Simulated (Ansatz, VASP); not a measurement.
## Zn5S4: VASP beside Ansatz

```
CELL_PARAMETERS angstrom
3.78763 0.00000 0.00000
0.00000 3.78763 0.00000
0.00000 0.00000 25.71304
ATOMIC_POSITIONS crystal
Zn 0.50000 0.50000 0.28866
Zn 0.00000 0.00000 0.39565
Zn 0.50000 0.50000 0.50000
Zn 0.00000 0.00000 0.60435
Zn 0.50000 0.50000 0.71134
S 0.50000 0.00000 0.34262
S 0.00000 0.50000 0.44787
S 0.50000 0.00000 0.55213
S 0.00000 0.50000 0.65738
```

Alike in both runs: functional PBEsol; k mesh 7 × 7 × 1; occupations gaussian, width 0.05 eV; no spin polarisation.

Ansatz relaxed the structure, and its values are those at the end. VASP's run is a single point on that final structure, the one shown.

|  | VASP | Ansatz |
| --- | --- | --- |
| version | VASP 6.6.1 | Ansatz 0.2.0 |
| potentials or method | VASP PAW PBE potentials, release 64 (Zn, S), cutoff 520 eV | scalar-relativistic, plane waves, PAW |
| valence electrons in the cell | 84 | 84 |

VASP gave:

```
gap on the k mesh at the Fermi level (eV)  : none
rms of the force components (eV/Å)         : 0.008
work function, face that differs most (eV) : 4.59
```

Estimate Ansatz's values.

gap on the k mesh at the Fermi level (eV): none; rms of the force components (eV/Å): 0.002; work function, face that differs most (eV): 4.59.

VASP's potentials were made for PBE, not for PBEsol. A gap of «none» marks a metal or a gap that the smearing closes. Ansatz's warnings: xc potential rough in thin density.
